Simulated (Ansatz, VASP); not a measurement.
Given: the input of a run of VASP 6.6.1 on HgTe.

POSCAR

```
HgTe
1.0
    0.0000000000      3.1710554852      3.1710554852
    3.1710554852      0.0000000000      3.1710554852
    3.1710554852      3.1710554852      0.0000000000
Hg Te
1 1
Direct
    0.0000000000      0.0000000000      0.0000000000
    0.7500000000      0.7500000000      0.7500000000
```

File INCAR.step1:

```
SYSTEM = HgTe
PREC = Accurate ; ENCUT = 520
EDIFF = 1E-5 ; ISMEAR = -1
SIGMA = 0.05 ; LREAL = .FALSE.
LASPH = .TRUE. ; NELM = 60
ALGO = Normal ; ISIF = 2
LWAVE = .TRUE. ; LCHARG = .FALSE.
NBANDS = 16 ; GGA = PE
```

INCAR.step2

```
SYSTEM = HgTe
PREC = Accurate ; ENCUT = 520
EDIFF = 1E-6 ; ISMEAR = -1
SIGMA = 0.05 ; LREAL = .FALSE.
LASPH = .TRUE. ; NELM = 60
ALGO = Normal ; ISIF = 2
LWAVE = .FALSE. ; LCHARG = .FALSE.
GGA = PE ; LHFCALC = .TRUE.
AEXX = 0.25 ; PRECFOCK = Normal
NBANDS = 16 ; ISTART = 1
```

The input KPOINTS:

```
Automatic mesh
0
G
  4 4 4
  0 0 0
```

Potentials or basis: VASP PAW PBE potentials, release 64 (Hg, Te).

Launch:

```sh
$ cat potpaw_PBE.64/Hg/POTCAR potpaw_PBE.64/Te/POTCAR > POTCAR
$ cp INCAR.step1 INCAR
$ mpirun -np 1 vasp_std > vasp.out
$ cp INCAR.step2 INCAR
$ mpirun -np 1 vasp_std > vasp.out
```

Problem. Translate it to Ansatz 0.2.0. Potentials there: Ansatz PAW.

Solution. As run (the cutoff follows the program's own potentials):

File input.yaml:

```yaml
crystal:
  lattice:
    - [0.0, 3.1710554852, 3.1710554852]
    - [3.1710554852, 0.0, 3.1710554852]
    - [3.1710554852, 3.1710554852, 0.0]
  atoms:
    - { symbol: Hg, position: [0.0, 0.0, 0.0] }
    - { symbol: Te, position: [0.75, 0.75, 0.75] }
hamiltonian:
  xc: pbe0
  pseudopotentials: { kind: paw }
kpoints:
  mp_grid: { grid: [4, 4, 4] }
scf:
  occupations: { method: fermi_dirac, width: 0.05 }
output:
  forces: true
  stress: true
  eigenvalues: true
```

Potentials or basis: Ansatz PAW.

The run is started by

```console
$ ansatz run input.yaml --threads 2 --pin off --max-ram 5632MiB --backend cpu --events-out ev --progress --plain --runs-dir out
```

Both were run:

|  | VASP | Ansatz | Ansatz less VASP |
| --- | --- | --- | --- |
| gap on the k mesh at the Fermi level (eV) | 0.81 | 0.85 | +0.043 |
| least direct gap on the mesh (eV) | 0.81 | 0.85 | +0.043 |
| pressure (GPa) | 5.5 | 5.7 | +0.14 |

VASP's potentials hold 18 valence electrons a cell and Ansatz's 36, so a difference there can come from the potentials and not from the codes.

The k mesh is coarse, so the values compare programs but aren't converged. Spin-orbit coupling is off throughout.
